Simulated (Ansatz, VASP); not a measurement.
## K2S: VASP beside Ansatz

File INCAR:

```
SYSTEM = K2S
  ALGO = Normal
  EDIFF = 1E-6
  ENCUT = 500
  GGA = PS
  GGA_COMPAT = .False.
  ISIF = 2
  ISMEAR = -1
  LASPH = .True.
  LCHARG = .False.
  LREAL = .False.
  LWAVE = .False.
  NBANDS = 19
  NELM = 120
  PREC = Accurate
  SIGMA = 0.03
```

KPOINTS

```
k-points
0
Gamma
  7 7 7
  0 0 0
```

Contents of POSCAR:

```
K2S
1.0
    0.0000000000      3.2812492384      3.2812492384
    3.2812492384      0.0000000000      3.2812492384
    3.2812492384      3.2812492384      0.0000000000
K S
2 1
Direct
    0.2500000000      0.2500000000      0.2500000000
    0.7500000000      0.7500000000      0.7500000000
    0.0000000000      0.0000000000      0.0000000000
```

Input for Ansatz:

```yaml
crystal:
  lattice:
    - [0.0, 3.2812492384, 3.2812492384]
    - [3.2812492384, 0.0, 3.2812492384]
    - [3.2812492384, 3.2812492384, 0.0]
  atoms:
    - { symbol: K, position: [0.25, 0.25, 0.25] }
    - { symbol: K, position: [0.75, 0.75, 0.75] }
    - { symbol: S, position: [0.0, 0.0, 0.0] }
kpoints:
  mp_grid: { grid: [7, 7, 7] }
  band_path:
    path:
      - [0.0, 0.0, 0.0]
      - [0.5, 0.0, 0.5]
      - [0.625, 0.25, 0.625]
      - [0.375, 0.375, 0.75]
      - [0.0, 0.0, 0.0]
      - [0.5, 0.5, 0.5]
      - [0.5, 0.25, 0.75]
      - [0.5, 0.0, 0.5]
    npoints: 6
scf:
  occupations: { method: fermi_dirac, width: 0.03 }
hamiltonian:
  xc: pbesol
  pseudopotentials: { kind: all_electron, lapw: { basis_error: 0.001 } }
output:
  forces: true
  stress: true
  eigenvalues: true
  populations: true
```

Change from the starting cell: volume scaled by 0.7, LAPW.

Alike in both runs: task single point; functional PBEsol; k mesh 7 × 7 × 7; occupations fermi-dirac, width 0.03 eV; no spin polarisation.

|  | VASP | Ansatz |
| --- | --- | --- |
| version | VASP 6.6.1 | Ansatz 0.2.0 |
| potentials or method | VASP PAW PBE potentials, release 64 (K_sv, S), cutoff 500 eV | all-electron LAPW, scalar-relativistic |

```csv
,VASP,Ansatz,Ansatz less VASP
gap on the k mesh at the Fermi level (eV),3.19,3.19,+0.002
pressure (GPa),14.3,14.0,-0.30
```

VASP's potentials were made for PBE, not for PBEsol. Ansatz ran all-electron here, and VASP with PAW potentials.
